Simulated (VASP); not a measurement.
Write the native input for VASP 6.6.1 that does the following.

```yaml
Task: single point
Functional: PBE
Potentials_or_basis: VASP PAW PBE potentials, release 64 (Li_sv, S)
Cutoff: 750 eV
k_mesh: 6 × 6 × 6
Occupations: methfessel-paxton, width 0.02 eV
Spin: no spin polarisation
Dipole_correction: no
Further_INCAR_settings: ALGO = Normal; EDIFF = 1e-06; NBANDS = 13
```

The structure of Li2S lies in POSCAR:

```
Li2S
1.0
    0.0000000000      2.7930044858      2.7930044858
    2.7930044858      0.0000000000      2.7930044858
    2.7930044858      2.7930044858      0.0000000000
Li S
2 1
Direct
    0.2500000000      0.2500000000      0.2500000000
    0.7500000000      0.7500000000      0.7500000000
    0.0000000000      0.0000000000      0.0000000000
```

The input as run:

INCAR

```
  PREC = Accurate
  ENCUT = 750
  EDIFF = 1E-6
  ISMEAR = 1
  SIGMA = 0.02
  LREAL = False
  LASPH = True
  NELM = 120
  ALGO = Normal
  ISIF = 2
  LWAVE = False
  LCHARG = False
  GGA = PE
  NBANDS = 13
  GGA_COMPAT = False
```

KPOINTS

```
regular mesh
0
Gamma
  6 6 6
```

Potentials or basis: VASP PAW PBE potentials, release 64 (Li_sv, S).

Command:

```console
$ cat potpaw_PBE.64/Li_sv/POTCAR potpaw_PBE.64/S/POTCAR > POTCAR
$ mpirun -np 1 vasp_std > vasp.out
```

Results of the run:

```
Pressure               : 2.8 GPa
Band gap on the k mesh : 3.35 eV, indirect (least direct gap 4.58 eV)
```

Wall time 8.2 s on 1 thread of Intel(R) Xeon(R) 6975P-C (Granite Rapids), with other jobs on the host, peak memory 0.19 GiB.
